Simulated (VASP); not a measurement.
# Ti (P6_3/mmc) in VASP: notebook, part 2 of 2

VASP 6.6.1. Earlier steps stand in the parts before.

**4. Relaxation of cell and atoms, PBEsol+D4**

Input file INCAR:

```
SYSTEM = Ti
ALGO     = Normal         ! electronic algorithm
EDIFF    = 1E-7           ! SCF threshold, eV
EDIFFG   = -0.002         ! ionic threshold
ENCUT    = 500            ! plane-wave cutoff, eV
GGA      = PS             ! functional
GGA_COMPAT= .False.      
IBRION   = 2              ! ionic algorithm
ISIF     = 3              ! what is computed and relaxed
ISMEAR   = 0              ! smearing method
IVDW     = 13             ! dispersion correction
LASPH    = .True.         ! aspherical terms in the spheres
LCHARG   = .False.        ! write CHGCAR
LREAL    = .False.        ! projectors in reciprocal space
LWAVE    = .False.        ! write WAVECAR
NELM     = 120            ! most SCF steps
NELMIN   = 4            
NSW      = 100            ! ionic steps
PREC     = Accurate       ! precision mode
SIGMA    = 0.1            ! smearing width, eV
```

Input file KPOINTS:

```
k-points
0
Gamma
  18 18 10
  0 0 0
```

Input file POSCAR:

```
Ti
1.0
    2.9000000000      0.0000000000      0.0000000000
   -1.4500000000      2.5114737000      0.0000000000
    0.0000000000      0.0000000000      4.6000000000
Ti
2
Direct
    0.3333333000      0.6666667000      0.2500000000
    0.6666667000      0.3333333000      0.7500000000
```

Potentials or basis: VASP PAW PBE potentials, release 64 (Ti_sv).

The run is started by

```sh
> cat potpaw_PBE.64/Ti_sv/POTCAR > POTCAR
> mpirun -np 1 vasp_std > vasp.out
```

OUTCAR:

```text
SYSTEM = Ti
   EDIFF = 1E-7
   EDIFFG = -0.002
   ENCUT = 500
   GGA = PS
   IBRION = 2
   ISIF = 3
   ISMEAR = 0
   IVDW = 13
   LASPH = .True.
   LREAL = .False.
   NELM = 120
   NELMIN = 4
   NSW = 100
   PREC = Accurate

 ion  position               nearest neighbor table
   1  0.333  0.667  0.250-   2 2.84   2 2.84   2 2.84   2 2.84   2 2.84   2 2.84
   2  0.667  0.333  0.750-   1 2.84   1 2.84   1 2.84   1 2.84   1 2.84   1 2.84

  LATTYP: Found a hexagonal cell.
 ALAT       =     2.9000000000
 C/A-ratio  =     1.5862068966

  Lattice vectors:

 A1 = (   2.9000000000,   0.0000000000,   0.0000000000)
 A2 = (  -1.4500000000,   2.5114737000,   0.0000000000)
 A3 = (   0.0000000000,   0.0000000000,   4.6000000000)

Analysis of symmetry for initial positions (statically):
=====================================================================
 Subroutine PRICEL returns:
 Original cell was already a primitive cell.

 Routine SETGRP: Setting up the symmetry group for a
 hexagonal supercell.

 Subroutine GETGRP returns: Found 24 space group operations
 (whereof 12 operations were pure point group operations)
 out of a pool of 24 trial point group operations.

The static configuration has the point symmetry D_3d.
 The point group associated with its full space group is D_6h.

Analysis of symmetry for dynamics (positions and initial velocities):
=====================================================================
 Subroutine PRICEL returns:
 Original cell was already a primitive cell.

 Routine SETGRP: Setting up the symmetry group for a
 hexagonal supercell.

 Subroutine GETGRP returns: Found 24 space group operations
 (whereof 12 operations were pure point group operations)
 out of a pool of 24 trial point group operations.

The dynamic configuration has the point symmetry D_3d.
 The point group associated with its full space group is D_6h.

 Subroutine INISYM returns: Found 24 space group operations
 (whereof 12 operations are pure point group operations),
 and found     1 'primitive' translations

----------------------------------------------------------------------------------------

                                     Primitive cell

  volume of cell :      33.5031

  direct lattice vectors                    reciprocal lattice vectors
     2.900000000  0.000000000  0.000000000     0.344827586  0.199086297  0.000000000
    -1.450000000  2.511473700  0.000000000     0.000000000  0.398172595  0.000000000
     0.000000000  0.000000000  4.600000000     0.000000000  0.000000000  0.217391304

  length of vectors
     2.900000000  2.900000025  4.600000000     0.398172598  0.398172595  0.217391304

  position of ions in fractional coordinates (direct lattice)
     0.333333300  0.666666700  0.250000000
     0.666666700  0.333333300  0.750000000

  ion indices of the primitive-cell ions
   primitive index   ion index
                 1           1
                 2           2

----------------------------------------------------------------------------------------

 KPOINTS: k-points

Automatic generation of k-mesh.
 Grid dimensions read from file:
 generate k-points for:   18   18   10

 Generating k-lattice:

  Cartesian coordinates                     Fractional coordinates (reciprocal lattice)
     0.019157088  0.011060350  0.000000000     0.055555556  0.000000000  0.000000000
     0.000000000  0.022120700  0.000000000     0.000000000  0.055555556  0.000000000
     0.000000000  0.000000000  0.021739130     0.000000000  0.000000000  0.100000000

  Length of vectors
     0.022120700  0.022120700  0.021739130

  Shift w.r.t. Gamma in fractional coordinates (k-lattice)
     0.000000000  0.000000000  0.000000000

 Subroutine IBZKPT returns following result:
 ===========================================

 Found    222 irreducible k-points:

 Following reciprocal coordinates:
            Coordinates               Weight
  0.000000  0.000000  0.000000      1.000000
  0.055556 -0.000000  0.000000      6.000000
  0.111111 -0.000000  0.000000      6.000000
  0.166667 -0.000000  0.000000      6.000000
  0.222222 -0.000000  0.000000      6.000000
  0.277778  0.000000  0.000000      6.000000
[... 16 lines left out ...]
  0.333333  0.111111  0.000000     12.000000
  0.388889  0.111111  0.000000     12.000000
 [... further k-points ...]
   k-points           NKPTS =    222   k-points in BZ     NKDIM =    222   number of bands    NBANDS=     16
   number of dos      NEDOS =    301   number of ions     NIONS =      2
   total plane-waves  NPLWV =  20736
   dimension x,y,z NGX =    24 NGY =   24 NGZ =   36
   dimension x,y,z NGXF=    48 NGYF=   48 NGZF=   72
   ions per type =               2
   NGX,Y,Z   is equivalent  to a cutoff of  13.76, 13.76, 13.01 a.u.
   NGXF,Y,Z  is equivalent  to a cutoff of  27.52, 27.52, 26.02 a.u.
 SYSTEM =  Ti
   PREC   = accura    normal or accurate (medium, high low for compatibility)
   ISTART =      0    job   : 0-new  1-cont  2-samecut
   ICHARG =      2    charge: 1-file 2-atom 10-const
   ISPIN  =      1    spin polarized calculation?
   LNONCOLLINEAR =      F non collinear calculations
   LSORBIT =      F    spin-orbit coupling
   LASPH  =      T    aspherical Exc in radial PAW
   ENCUT  =  500.0 eV  36.75 Ry    6.06 a.u.   5.29  5.29  8.39*2*pi/ulx,y,z
   NELM   =    120;   NELMIN=  4; NELMDL= -5     # of ELM steps
   EDIFF  = 0.1E-06   stopping-criterion for ELM
   LREAL  =      F    real-space projection
   EDIFFG = -.2E-02   stopping-criterion for IOM
   NSW    =    100    number of steps for IOM
   IBRION =      2    ionic relax: 0-MD 1-quasi-New 2-CG
   NFREE  =      1    steps in history (QN), initial steepest desc. (CG)
   ISIF   =      3    stress and relaxation
   ISYM   =      2    0-nonsym 1-usesym 2-fastsym
   POTIM  = 0.5000    time-step for ionic-motion
   TEBEG  =    0.0;   TEEND  =   0.0 temperature during run
   PSTRESS=    0.0 pullay stress
   NELECT =      24.0000    total number of electrons
   NUPDOWN=      -1.0000    fix difference up-down
   EMIN   =  10.00;   EMAX   =-10.00  energy-range for DOS
   EFERMI =   0.00;   METHOD = LEGACY
   ISMEAR =     0;   SIGMA  =   0.10  broadening in eV -4-tet -1-fermi 0-gaus
   EFERMI_NEDOS =   21; number of points for ismear=-14 and -15
   IALGO  =     38    algorithm
   IMIX   =      4    mixing-type and parameters
     AMIX     =   0.40;   BMIX     =  1.00
     AMIX_MAG =   1.60;   BMIX_MAG =  1.00
  volume/ion in A,a.u.               =      16.75       113.04
  Fermi-wavevector in a.u.,A,eV,Ry     =   1.464818  2.768105 29.193921  2.145693
  Thomas-Fermi vector in A             =   2.580749
   LORBIT       =      0    0 simple, 1 ext, 2 COOP (PROOUT), +10 PAW based schemes
   GGA     = PS    functional components
   LHFCALC =     F    Hartree Fock is set to
   AEXX    =    0.0000 exact exchange contribution
   IVDW    =    13    specifies the selected vdW correction
   LEPSILON=     F    determine dielectric tensor
   LRPA    =     F    only Hartree local field effects (RPA)
 conjugate gradient relaxation of ions
 non-spin polarized calculation
 Gauss-broadening in eV      SIGMA  =   0.10
  energy-cutoff  :      500.00
  volume of cell :       33.50
 maximum number of plane-waves:       868
 NGX is ok and might be reduce to    24
   NGX = 11   NGY = 11   NGZ = 17

--------------------------------------- Ionic step        1  -------------------------------------------

 number of electron      23.9999999 magnetization

 Free energy of the ion-electron system (eV)
  ---------------------------------------------------
  ext. energy  EPLUGINS =         0.00000000
  ---------------------------------------------------
  free energy    TOTEN  =       -16.68363247 eV

  energy without entropy =      -16.67445730  energy(sigma->0) =      -16.67904489

------------------------ aborting loop because EDIFF is reached ----------------------------------------

  DFT-D4 for vdW energy calculation

  Edisp (eV):   -0.24319
[... 105 lines left out ...]
  FREE ENERGIE OF THE ION-ELECTRON SYSTEM (eV)
  ---------------------------------------------------
  free  energy   TOTEN  =       -16.9292622716 eV

  energy  without entropy=      -16.9201528096  energy(sigma->0) =      -16.92470754

[... ionic steps 4 to 7 ...]

--------------------------------------- Ionic step        8  -------------------------------------------

 number of electron      24.0000001 magnetization

------------------------ aborting loop because EDIFF is reached ----------------------------------------
[... 75 lines left out ...]
--------------------------------------- Ionic step       10  -------------------------------------------

 number of electron      24.0000001 magnetization

 Free energy of the ion-electron system (eV)
  ---------------------------------------------------
  ext. energy  EPLUGINS =         0.00000000
  ---------------------------------------------------
  free energy    TOTEN  =       -16.68278983 eV

  energy without entropy =      -16.67366679  energy(sigma->0) =      -16.67822831

 E-fermi :   8.7551     XC(G=0): -11.8774

 val. band max:        8.7450777365   @ k =   0.0000   0.0000   0.4000
 cond. band min:       8.7659116668   @ k =   0.0556  -0.0000   0.5000
 fundamental gap:      0.0208339303
 Fermi energy:         8.7550529327

 k-point     1 :       0.0000    0.0000    0.0000
  band No.  band energies     occupation
      1     -47.8002      2.00000
      2     -47.6291      2.00000
      3     -24.5544      2.00000
      4     -23.7941      2.00000
      5     -23.7941      2.00000
      6     -23.7096      2.00000
[... 433 lines left out ...]
      3     -24.3249      2.00000
      4     -24.1897      2.00000
      5     -24.1832      2.00000
      6     -23.9921      2.00000
[... 8 lines left out ...]
     15       9.9862      0.00000
     16      12.0698      0.00000

 [... further k-points ...]

------------------------ aborting loop because EDIFF is reached ----------------------------------------

  DFT-D4 for vdW energy calculation

  Edisp (eV):   -0.24648
[... 25 lines left out ...]
  FREE ENERGIE OF THE ION-ELECTRON SYSTEM (eV)
  ---------------------------------------------------
  free  energy   TOTEN  =       -16.9292711725 eV

  energy  without entropy=      -16.9201481352  energy(sigma->0) =      -16.92470965

 reached required accuracy - stopping structural energy minimisation
```

It took 15 min on 1 thread of Intel Xeon 8259CL, shared host; peak memory 0.24 GiB.

Results:

| Quantity | Value |
| --- | --- |
| Free energy | -16.9293 eV |
| Relaxed volume | 16.52 Å³/atom |
| Relaxed cell | a = 2.888 Å, b = 2.888 Å, c = 4.573 Å, α = 90.00°, β = 90.00°, γ = 120.00° |
| Space group after relaxing (to 0.1 Å) | P6_3/mmc (No. 194) |
| Energy gained by relaxing | 1.2 meV/atom |
| Ionic steps | 10 |
| Pressure after relaxing | 0.0 GPa |
| Band gap on the k mesh | zero (bands 12 and 13 overlap by 1.12 eV) |
| Dispersion energy per atom | -0.123 eV |

The path:
```csv
step,energy change (eV),largest force (eV/Å),pressure (GPa),volume (Å³)
1,0.0000,0.0000,-1.65,33.50
2,-0.0009,0.0000,1.39,32.67
3,-0.0024,0.0000,0.00,33.04
4,-0.0024,0.0000,0.04,33.03
5,-0.0024,0.0000,-0.01,33.05
6,-0.0024,0.0000,-0.04,33.05
7,-0.0024,0.0000,-0.05,33.05
8,-0.0024,0.0000,-0.05,33.05
9,-0.0024,0.0000,-0.04,33.05
10,-0.0024,0.0000,0.01,33.04
```

Final structure:
```
Ti
1.0
     2.88828    0.00000    0.00000
    -1.44414    2.50132    0.00000
     0.00000    0.00000    4.57295
Ti
2
Direct
  0.33333 0.66667 0.25000
  0.66667 0.33333 0.75000
```

Levels at points of the mesh, in eV from the Fermi level:
```tsv
k point	band 8	band 9	band 10	band 11	band 12	band 13	band 14	band 15	band 16
(0.00, 0.00, 0.00)	-32.43	-6.33	-2.83	0.79	0.79	0.92	0.92	1.33	1.33
(0.50, 0.00, 0.00)	-32.51	-2.42	-2.32	-1.99	-0.57	0.47	0.66	1.25	3.56
(0.00, 0.00, 0.50)	-32.49	-4.41	-4.41	0.08	0.08	0.69	0.69	0.69	0.69
(0.50, 0.00, 0.50)	-32.62	-2.70	-2.70	-0.88	-0.88	1.47	1.47	1.81	1.81
```

Caveat: the PAW data sets were made with another functional, which shifts forces and pressure a little.

**5. Summary**

| task | cell | k mesh | gap on the mesh (eV) | pressure (GPa) |
| --- | --- | --- | --- | --- |
| single point | a = 2.900, b = 2.900, c = 4.600 Å, angles 90.0, 90.0, 120.0°, 2 atoms | 9 × 9 × 4 | none | -1.7 |
| single point | a = 2.891, b = 2.891, c = 4.577 Å, angles 90.0, 90.0, 120.0°, 2 atoms | 18 × 18 × 10 | none | -0.3 |
| relaxation of cell and atoms | relaxed from a = 2.900, b = 2.900, c = 4.600 Å, angles 90.0, 90.0, 120.0°, 2 atoms | 18 × 18 × 10 | none | 0.0 |

Alike in all rows: level PBEsol+D4; potentials or basis VASP PAW PBE potentials, release 64 (Ti_sv); no spin polarisation; cutoff (eV) 500; smearing gaussian 0.1 eV.

Caveats: the PAW data sets were made with another functional, which shifts forces and pressure a little.

Total energies depend on the potentials used, so only differences within one code and one set of settings carry meaning.

The gap in the log of VASP goes by the Fermi energy; the results here count the filled bands.